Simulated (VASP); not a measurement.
## Ti: single point with LDA

The system is Ti.

```xyz
2
Lattice="2.8639 0.0000 0.0000 -1.4319 2.4802 0.0000 0.0000 0.0000 4.5400" Properties=species:S:1:pos:R:3 pbc="T T T"
Ti    0.0000    1.6535    1.1350
Ti    1.4319    0.8267    3.4050
```

```
Program                : VASP 6.6.1
Task                   : single point
Functional             : LDA
Potentials or basis    : VASP PAW LDA potentials, release 64 (Ti_sv)
Cutoff                 : 520 eV
k mesh                 : 13 × 13 × 7
Occupations            : gaussian, width 0.1 eV
Spin                   : no spin polarisation
Dipole correction      : no
Further INCAR settings : ALGO = Normal; EDIFF = 1e-06; NBANDS = 19
```

The pressure is -0.2 GPa and the band gap on the k mesh is zero (bands 12 and 13 overlap by 1.09 eV).

Stress tensor (GPa, compression positive):
```
-0.37  0.00  0.00
 0.00 -0.37  0.00
 0.00  0.00  0.01
```

Levels at points of the mesh, in eV from the Fermi level:
```csv
k point,band 10,band 11,band 12,band 13,band 14,band 15
"(0.00, 0.00, 0.00)",-2.88,0.77,0.77,0.90,1.08,1.32
```

Wall time 27 s on 1 thread of Intel(R) Xeon(R) Platinum 8488C (Sapphire Rapids), on a shared host, peak memory 0.16 GiB.
